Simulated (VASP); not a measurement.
# Ta4C3 (Pm-3m) in VASP: further runs, part 2 of 3

VASP 6.6.1. Earlier steps stand in the parts before.

### 3 Single point, PBEsol

INCAR

```
SYSTEM = Ta4C3
PREC = Accurate
ENCUT = 520
EDIFF = 1E-7
ISMEAR = 0
SIGMA = 0.1
LREAL = .False.
LASPH = .True.
NELM = 80
ALGO = Normal
ISIF = 2
LWAVE = .False.
LCHARG = .False.
GGA = PS
NBANDS = 37
```

KPOINTS

```
Automatic mesh
0
Gamma
  4 4 4
  0 0 0
```

POSCAR

```
Ta4C3
1.0
    4.4044711779      0.0000000000      0.0000000000
    0.0000000000      4.4044711779      0.0000000000
    0.0000000000      0.0000000000      4.4044711779
Ta C
4 3
Direct
    0.0000000000      0.5000000000      0.5000000000
    0.5000000000      0.0000000000      0.5000000000
    0.5000000000      0.5000000000      0.0000000000
    0.0000000000      0.0000000000      0.0000000000
    0.5000000000      0.0000000000      0.0000000000
    0.0000000000      0.5000000000      0.0000000000
    0.0000000000      0.0000000000      0.5000000000
```

Potentials or basis: VASP PAW PBE potentials, release 64 (Ta_pv, C).

Launch:

```console
$ cat potpaw_PBE.64/Ta_pv/POTCAR potpaw_PBE.64/C/POTCAR > POTCAR
$ mpirun -np 1 vasp_std > vasp.out
```

OUTCAR:

```text
SYSTEM = Ta4C3
   PREC = Accurate
   ENCUT = 520
   EDIFF = 1E-7
   ISMEAR = 0
   LREAL = .False.
   LASPH = .True.
   NELM = 80
   ISIF = 2
   GGA = PS

 ion  position               nearest neighbor table
   1  0.000  0.500  0.500-   6 2.20   7 2.20   6 2.20   7 2.20   3 3.11   3 3.11   4 3.11   4 3.11
                             2 3.11   4 3.11   2 3.11   4 3.11   2 3.11   3 3.11   3 3.11   2 3.11
   2  0.500  0.000  0.500-   5 2.20   7 2.20   5 2.20   7 2.20   3 3.11   3 3.11   4 3.11   4 3.11
                             1 3.11   3 3.11   3 3.11   1 3.11   4 3.11   1 3.11   4 3.11   1 3.11
   3  0.500  0.500  0.000-   5 2.20   6 2.20   5 2.20   6 2.20   2 3.11   1 3.11   2 3.11   2 3.11
                             4 3.11   4 3.11   2 3.11   1 3.11   4 3.11   1 3.11   1 3.11   4 3.11
   4  0.000  0.000  0.000-   5 2.20   6 2.20   7 2.20   7 2.20   6 2.20   5 2.20   1 3.11   2 3.11
                             1 3.11   1 3.11   3 3.11   2 3.11   1 3.11   2 3.11   3 3.11   3 3.11
   5  0.500  0.000  0.000-   2 2.20   3 2.20   4 2.20   2 2.20   3 2.20   4 2.20
   6  0.000  0.500  0.000-   1 2.20   3 2.20   4 2.20   1 2.20   4 2.20   3 2.20
   7  0.000  0.000  0.500-   1 2.20   2 2.20   4 2.20   4 2.20   1 2.20   2 2.20

  LATTYP: Found a simple cubic cell.
 ALAT       =     4.4044711779

  Lattice vectors:

 A1 = (   4.4044711779,   0.0000000000,   0.0000000000)
 A2 = (   0.0000000000,   4.4044711779,   0.0000000000)
 A3 = (   0.0000000000,   0.0000000000,   4.4044711779)

Analysis of symmetry for initial positions (statically):
=====================================================================
 Subroutine PRICEL returns:
 Original cell was already a primitive cell.

 Routine SETGRP: Setting up the symmetry group for a
 simple cubic supercell.

 Subroutine GETGRP returns: Found 48 space group operations
 (whereof 48 operations were pure point group operations)
 out of a pool of 48 trial point group operations.

The static configuration has the point symmetry O_h .
[... 131 lines left out ...]
  Thomas-Fermi vector in A             =   2.542782
   LORBIT       =      0    0 simple, 1 ext, 2 COOP (PROOUT), +10 PAW based schemes
   GGA     = PS    functional components
   LHFCALC =     F    Hartree Fock is set to
   AEXX    =    0.0000 exact exchange contribution
   IVDW    =     0    specifies the selected vdW correction
   LEPSILON=     F    determine dielectric tensor
   LRPA    =     F    only Hartree local field effects (RPA)
 non-spin polarized calculation
 Gauss-broadening in eV      SIGMA  =   0.10
  energy-cutoff  :      520.00
  volume of cell :       85.44
 maximum number of plane-waves:      2325
 NGX is ok and might be reduce to    36
   NGX = 17   NGY = 17   NGZ = 17

 number of electron      56.0000020 magnetization

 Free energy of the ion-electron system (eV)
  ---------------------------------------------------
  ext. energy  EPLUGINS =         0.00000000
  ---------------------------------------------------
  free energy    TOTEN  =       -82.70118404 eV

  energy without entropy =      -82.68627588  energy(sigma->0) =      -82.69372996

 E-fermi :   7.1976     XC(G=0): -13.1029

 val. band max:        7.0787853118   @ k =   0.5000   0.5000   0.5000
 cond. band min:       7.2115256414   @ k =   0.5000   0.2500   0.0000
 fundamental gap:      0.1327403296
 Fermi energy:         7.1975833113

 k-point     1 :       0.0000    0.0000    0.0000
  band No.  band energies     occupation
      1     -28.0668      2.00000
      2     -28.0668      2.00000
      3     -28.0668      2.00000
      4     -27.4094      2.00000
      5     -27.4094      2.00000
      6     -27.4094      2.00000
[... 389 lines left out ...]
     36      10.9569      0.00000
     37      11.6912      0.00000

------------------------ aborting loop because EDIFF is reached ----------------------------------------

  FORCE on cell =-STRESS in cart. coord.  units (eV):
  Direction    XX          YY          ZZ          XY          YZ          ZX
  --------------------------------------------------------------------------------------
  -------------------------------------------------------------------------------------
  Total        0.1638557      0.1638557      0.1638557      0.0000000      0.0000000      0.0000000
  in kB        3.0724916      3.0724916      3.0724916      0.0000000      0.0000000      0.0000000
  external PRESSURE =       3.0724916 kB  Pullay stress =       0.0000000 kB

 VOLUME and BASIS-vectors are now :
 -----------------------------------------------------------------------------
  energy-cutoff  :      520.00
  volume of cell :       85.44
      direct lattice vectors                 reciprocal lattice vectors
     4.404471178  0.000000000  0.000000000     0.227042012  0.000000000  0.000000000
     0.000000000  4.404471178  0.000000000     0.000000000  0.227042012  0.000000000
     0.000000000  0.000000000  4.404471178     0.000000000  0.000000000  0.227042012

 POSITION                                       TOTAL-FORCE (eV/Angst)
 -----------------------------------------------------------------------------------
      0.00000      2.20224      2.20224         0.000000      0.000000      0.000000
      2.20224      0.00000      2.20224         0.000000      0.000000      0.000000
      2.20224      2.20224      0.00000         0.000000      0.000000      0.000000
      0.00000      0.00000      0.00000         0.000000      0.000000      0.000000
      2.20224      0.00000      0.00000         0.000000      0.000000      0.000000
      0.00000      2.20224      0.00000         0.000000      0.000000      0.000000
      0.00000      0.00000      2.20224         0.000000      0.000000      0.000000
 -----------------------------------------------------------------------------------
    total drift:                                0.000000      0.000000      0.000000

  FREE ENERGIE OF THE ION-ELECTRON SYSTEM (eV)
  ---------------------------------------------------
  free  energy   TOTEN  =       -82.7011840429 eV

  energy  without entropy=      -82.6862758838  energy(sigma->0) =      -82.69372996
```

OSZICAR:

```text
N       E                     dE             d eps       ncg     rms          rms(c)
DAV:   1     0.517162845157E+03    0.51716E+03   -0.30719E+04   740   0.157E+03
DAV:   2    -0.620743055313E+02   -0.57924E+03   -0.56544E+03   830   0.461E+02
DAV:   3    -0.928443934801E+02   -0.30770E+02   -0.30136E+02   902   0.965E+01
DAV:   4    -0.935260682680E+02   -0.68167E+00   -0.67809E+00   928   0.139E+01
DAV:   5    -0.935379865536E+02   -0.11918E-01   -0.11908E-01   906   0.171E+00    0.456E+01
DAV:   6    -0.830809098575E+02    0.10457E+02   -0.53104E+01   880   0.313E+01    0.191E+01
DAV:   7    -0.828183479181E+02    0.26256E+00   -0.29280E+00   886   0.943E+00    0.957E+00
DAV:   8    -0.827131122328E+02    0.10524E+00   -0.49371E-01   932   0.433E+00    0.200E+00
DAV:   9    -0.827020595410E+02    0.11053E-01   -0.34547E-02   870   0.139E+00    0.353E-01
DAV:  10    -0.827013256156E+02    0.73393E-03   -0.59686E-03   952   0.434E-01    0.127E-01
DAV:  11    -0.827012265789E+02    0.99037E-04   -0.18719E-03   877   0.276E-01    0.585E-02
DAV:  12    -0.827011857221E+02    0.40857E-04   -0.26033E-04   879   0.103E-01    0.170E-02
DAV:  13    -0.827011843883E+02    0.13338E-05   -0.12977E-05   905   0.243E-02    0.447E-03
DAV:  14    -0.827011840497E+02    0.33861E-06   -0.89818E-07   889   0.456E-03    0.971E-04
DAV:  15    -0.827011840429E+02    0.67621E-08   -0.56212E-08   513   0.158E-03
   1 F= -.82701184E+02 E0= -.82693730E+02  d E =-.149082E-01
```

stdout:

```text
POSCAR found type information on POSCAR TaC
 POSCAR found :  2 types and       7 ions
 scaLAPACK will be used
 -----------------------------------------------------------------------------
|                                                                             |
|                                                                             |
|     You enforced a specific xc type in the INCAR file but a different       |
|     I HOPE YOU KNOW WHAT YOU ARE DOING!                                     |
|                                                                             |
 -----------------------------------------------------------------------------

 LDA part: xc-table for (Slater+PW92), standard interpolation
 POSCAR, INCAR and KPOINTS ok, starting setup
 FFT: planning ... GRIDC
 FFT: planning ... GRID_SOFT
 FFT: planning ... GRID
 WAVECAR not read
 entering main loop
```

It took 44 s on 1 thread of AMD EPYC 7R43 (Zen 3), shared host; peak memory 0.17 GiB.

Results:

- Free energy: -82.7012 eV
- Pressure: 0.3 GPa
- Band gap on the k mesh: zero (band 28 reaches 7.45 eV, above the bottom of band 29 at 6.68 eV)

Caveat: the PAW data sets were made with another functional, which shifts forces and pressure a little; spin-orbit coupling is left out, which moves the levels of the heavy elements.

### 4 Single point, PBEsol

This run uses another cell than the first one, of 12.55 Å³/atom, 1.029 times its volume.

INCAR

```
PREC = Accurate
ENCUT = 520
EDIFF = 1E-6
ISMEAR = 0
SIGMA = 0.1
LREAL = F
LASPH = T
NELM = 80
ALGO = Normal
ISIF = 2
LWAVE = F
LCHARG = T
GGA = PS
LELF = T
LVHAR = T
NBANDS = 37
```

KPOINTS

```
Automatic mesh
0
Gamma
  4 4 4
```

POSCAR, as its differences from that of step 3:

```diff
@@ -2,5 +2,5 @@
 1.0
-    4.4044711779      0.0000000000      0.0000000000
-    0.0000000000      4.4044711779      0.0000000000
-    0.0000000000      0.0000000000      4.4044711779
+    4.4452810000      0.0000000000      0.0000000000
+    0.0000000000      4.4452810000      0.0000000000
+    0.0000000000      0.0000000000      4.4452810000
 Ta C
```

Potentials or basis: VASP PAW PBE potentials, release 64 (Ta_pv, C).

Launch:

```console
$ cat potpaw_PBE.64/Ta_pv/POTCAR potpaw_PBE.64/C/POTCAR > POTCAR
$ mpirun -np 1 vasp_std > vasp.out
```

OUTCAR:

```text
PREC = Accurate
   ENCUT = 520
   EDIFF = 1E-6
   ISMEAR = 0
   LREAL = F
   LASPH = T
   NELM = 80
   ISIF = 2
   GGA = PS

 ion  position               nearest neighbor table
   1  0.000  0.500  0.500-   6 2.22   7 2.22   6 2.22   7 2.22   3 3.14   3 3.14   4 3.14   4 3.14
                             2 3.14   4 3.14   2 3.14   4 3.14   2 3.14   3 3.14   3 3.14   2 3.14
   2  0.500  0.000  0.500-   5 2.22   7 2.22   5 2.22   7 2.22   3 3.14   3 3.14   4 3.14   4 3.14
                             1 3.14   3 3.14   3 3.14   1 3.14   4 3.14   1 3.14   4 3.14   1 3.14
   3  0.500  0.500  0.000-   5 2.22   6 2.22   5 2.22   6 2.22   2 3.14   1 3.14   2 3.14   2 3.14
                             4 3.14   4 3.14   2 3.14   1 3.14   4 3.14   1 3.14   1 3.14   4 3.14
   4  0.000  0.000  0.000-   5 2.22   6 2.22   7 2.22   7 2.22   6 2.22   5 2.22   1 3.14   2 3.14
                             1 3.14   1 3.14   3 3.14   2 3.14   1 3.14   2 3.14   3 3.14   3 3.14
   5  0.500  0.000  0.000-   2 2.22   3 2.22   4 2.22   2 2.22   3 2.22   4 2.22
   6  0.000  0.500  0.000-   1 2.22   3 2.22   4 2.22   1 2.22   4 2.22   3 2.22
   7  0.000  0.000  0.500-   1 2.22   2 2.22   4 2.22   4 2.22   1 2.22   2 2.22

  LATTYP: Found a simple cubic cell.
 ALAT       =     4.4452810000

  Lattice vectors:

 A1 = (   4.4452810000,   0.0000000000,   0.0000000000)
 A2 = (   0.0000000000,   4.4452810000,   0.0000000000)
 A3 = (   0.0000000000,   0.0000000000,   4.4452810000)

Analysis of symmetry for initial positions (statically):
=====================================================================
 Subroutine PRICEL returns:
 Original cell was already a primitive cell.

 Routine SETGRP: Setting up the symmetry group for a
 simple cubic supercell.

 Subroutine GETGRP returns: Found 48 space group operations
 (whereof 48 operations were pure point group operations)
 out of a pool of 48 trial point group operations.

The static configuration has the point symmetry O_h .

Analysis of symmetry for dynamics (positions and initial velocities):
=====================================================================
 Subroutine PRICEL returns:
 Original cell was already a primitive cell.

 Routine SETGRP: Setting up the symmetry group for a
[... 129 lines left out ...]
   IVDW    =     0    specifies the selected vdW correction
   LEPSILON=     F    determine dielectric tensor
   LRPA    =     F    only Hartree local field effects (RPA)
 non-spin polarized calculation
 Gauss-broadening in eV      SIGMA  =   0.10
  energy-cutoff  :      520.00
  volume of cell :       87.84
 maximum number of plane-waves:      2392
 NGX is ok and might be reduce to    36
   NGX = 17   NGY = 17   NGZ = 17

 number of electron      56.0000005 magnetization

 Free energy of the ion-electron system (eV)
  ---------------------------------------------------
  ext. energy  EPLUGINS =         0.00000000
  ---------------------------------------------------
  free energy    TOTEN  =       -82.64393364 eV

  energy without entropy =      -82.62889900  energy(sigma->0) =      -82.63641632

 E-fermi :   6.9453     XC(G=0): -12.9602

 val. band max:        6.7713227561   @ k =   0.5000   0.5000   0.5000
 cond. band min:       6.9613272741   @ k =   0.5000   0.2500   0.0000
 fundamental gap:      0.1900045180
 Fermi energy:         6.9453482346

 k-point     1 :       0.0000    0.0000    0.0000
  band No.  band energies     occupation
      1     -28.3629      2.00000
      2     -28.3629      2.00000
      3     -28.3629      2.00000
      4     -27.7250      2.00000
      5     -27.7250      2.00000
      6     -27.7250      2.00000
[... 389 lines left out ...]
     36      10.5649      0.00000
     37      11.2682      0.00000

------------------------ aborting loop because EDIFF is reached ----------------------------------------

  FORCE on cell =-STRESS in cart. coord.  units (eV):
  Direction    XX          YY          ZZ          XY          YZ          ZX
  --------------------------------------------------------------------------------------
  -------------------------------------------------------------------------------------
  Total       -4.3265734     -4.3265734     -4.3265734     -0.0000000     -0.0000000     -0.0000000
  in kB      -78.9145346    -78.9145346    -78.9145346     -0.0000000     -0.0000000     -0.0000000
  external PRESSURE =     -78.9145346 kB  Pullay stress =       0.0000000 kB

 VOLUME and BASIS-vectors are now :
 -----------------------------------------------------------------------------
  energy-cutoff  :      520.00
  volume of cell :       87.84
      direct lattice vectors                 reciprocal lattice vectors
     4.445281000  0.000000000  0.000000000     0.224957657  0.000000000  0.000000000
     0.000000000  4.445281000  0.000000000     0.000000000  0.224957657  0.000000000
     0.000000000  0.000000000  4.445281000     0.000000000  0.000000000  0.224957657

 POSITION                                       TOTAL-FORCE (eV/Angst)
 -----------------------------------------------------------------------------------
      0.00000      2.22264      2.22264         0.000000      0.000000      0.000000
      2.22264      0.00000      2.22264         0.000000      0.000000      0.000000
      2.22264      2.22264      0.00000         0.000000      0.000000      0.000000
      0.00000      0.00000      0.00000         0.000000      0.000000      0.000000
      2.22264      0.00000      0.00000         0.000000      0.000000      0.000000
      0.00000      2.22264      0.00000         0.000000      0.000000      0.000000
      0.00000      0.00000      2.22264         0.000000      0.000000      0.000000
 -----------------------------------------------------------------------------------
    total drift:                                0.000000      0.000000      0.000000

  FREE ENERGIE OF THE ION-ELECTRON SYSTEM (eV)
  ---------------------------------------------------
  free  energy   TOTEN  =       -82.6439336365 eV

  energy  without entropy=      -82.6288989957  energy(sigma->0) =      -82.63641632
```

OSZICAR:

```text
N       E                     dE             d eps       ncg     rms          rms(c)
DAV:   1     0.505357502109E+03    0.50536E+03   -0.30239E+04   740   0.156E+03
DAV:   2    -0.646233533737E+02   -0.56998E+03   -0.55725E+03   815   0.456E+02
DAV:   3    -0.928303351833E+02   -0.28207E+02   -0.27689E+02   905   0.928E+01
DAV:   4    -0.934751190480E+02   -0.64478E+00   -0.64110E+00   915   0.132E+01
DAV:   5    -0.934874705809E+02   -0.12352E-01   -0.12337E-01   947   0.170E+00    0.433E+01
DAV:   6    -0.830501378162E+02    0.10437E+02   -0.54091E+01   880   0.312E+01    0.179E+01
DAV:   7    -0.827655793172E+02    0.28456E+00   -0.30147E+00   886   0.917E+00    0.911E+00
DAV:   8    -0.826576511923E+02    0.10793E+00   -0.53236E-01   927   0.433E+00    0.200E+00
DAV:   9    -0.826448534995E+02    0.12798E-01   -0.40664E-02   882   0.145E+00    0.360E-01
DAV:  10    -0.826440895350E+02    0.76396E-03   -0.62924E-03   976   0.430E-01    0.135E-01
DAV:  11    -0.826439829888E+02    0.10655E-03   -0.20045E-03   906   0.280E-01    0.614E-02
DAV:  12    -0.826439352464E+02    0.47742E-04   -0.29471E-04   889   0.105E-01    0.176E-02
DAV:  13    -0.826439340216E+02    0.12248E-05   -0.14008E-05   916   0.247E-02    0.501E-03
DAV:  14    -0.826439336365E+02    0.38510E-06   -0.99717E-07   523   0.492E-03
   1 F= -.82643934E+02 E0= -.82636416E+02  d E =-.150346E-01
```

Run time: 42 s. Hardware: 1 thread of AMD EPYC 7R43 (Zen 3), shared host; peak memory 0.18 GiB.

What came out:

- Free energy: -82.6439 eV
- Pressure: -7.9 GPa
- Band gap on the k mesh: zero (band 28 reaches 7.20 eV, above the bottom of band 29 at 6.43 eV)

Levels at points of the mesh, in eV from the Fermi level:
| k point | band 25 | band 26 | band 27 | band 28 | band 29 | band 30 | band 31 | band 32 |
| --- | --- | --- | --- | --- | --- | --- | --- | --- |
| (0.00, 0.00, 0.00) | -1.23 | -0.55 | -0.55 | -0.55 | -0.52 | -0.52 | -0.52 | 1.37 |
| (0.50, 0.00, 0.00) | -2.15 | -1.86 | -1.86 | 0.25 | 0.25 | 0.72 | 1.94 | 2.35 |
| (0.50, 0.50, 0.00) | -1.81 | -1.71 | -0.40 | -0.40 | 1.70 | 1.72 | 1.72 | 2.01 |
| (0.50, 0.50, 0.50) | -1.09 | -1.09 | -1.09 | -0.17 | 3.25 | 3.25 | 3.25 | 3.33 |

Caveat: the PAW data sets were made with another functional, which shifts forces and pressure a little; spin-orbit coupling is left out, which moves the levels of the heavy elements.

(Part 2 of 3 ends here.)
